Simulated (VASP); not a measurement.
Write the native input for VASP 6.6.1 that does the following.

```yaml
Task: single point
Functional: PBEsol
Potentials_or_basis: VASP PAW PBE potentials, release 64 (Sn_d, O)
Cutoff: 520 eV
k_mesh: 4 × 4 × 6
Occupations: methfessel-paxton, width 0.05 eV
Spin: no spin polarisation
Dipole_correction: no
Further_INCAR_settings: ALGO = Normal; EDIFF = 1e-06; NBANDS = 35
```

The structure of SnO2 lies in POSCAR:

```
SnO2
1.0
    4.6522254363      0.0000000000      0.0000000000
    0.0000000000      4.6522254363      0.0000000000
    0.0000000000      0.0000000000      3.1288130757
Sn O
2 4
Direct
    0.0000000000      0.0000000000      0.0000000000
    0.5000000000      0.5000000000      0.5000000000
    0.3071000000      0.3071000000      0.0000000000
    0.1929000000      0.8071000000      0.5000000000
    0.6929000000      0.6929000000      0.0000000000
    0.8071000000      0.1929000000      0.5000000000
```

The input as run:

INCAR

```
PREC = Accurate
ENCUT = 520
EDIFF = 1E-6
ISMEAR = 1
SIGMA = 0.05
LREAL = F
LASPH = T
NELM = 80
ALGO = Normal
ISIF = 2
LWAVE = F
LCHARG = T
GGA = PS
LELF = T
LVHAR = T
NBANDS = 35
```

KPOINTS

```
Automatic mesh
0
Gamma
  4 4 6
```

Potentials or basis: VASP PAW PBE potentials, release 64 (Sn_d, O).

Run with:

```bash
$ cat potpaw_PBE.64/Sn_d/POTCAR potpaw_PBE.64/O/POTCAR > POTCAR
$ mpirun -np 1 vasp_std > vasp.out
```

Results of the run:

The pressure is 19.3 GPa and the largest force is 0.476 eV/Å. The band gap on the k mesh is 1.84 eV.

Caveat: the stress differs along the axes, from 17 to 24 GPa; the PAW data sets were made with another functional, which shifts forces and pressure a little; spin-orbit coupling is left out, which moves the levels of the heavy elements.

Wall time 35 s on 1 thread of Intel(R) Xeon(R) Platinum 8259CL CPU @ 2.50GHz (Skylake/Cascade Lake), on a shared host, peak memory 0.19 GiB.
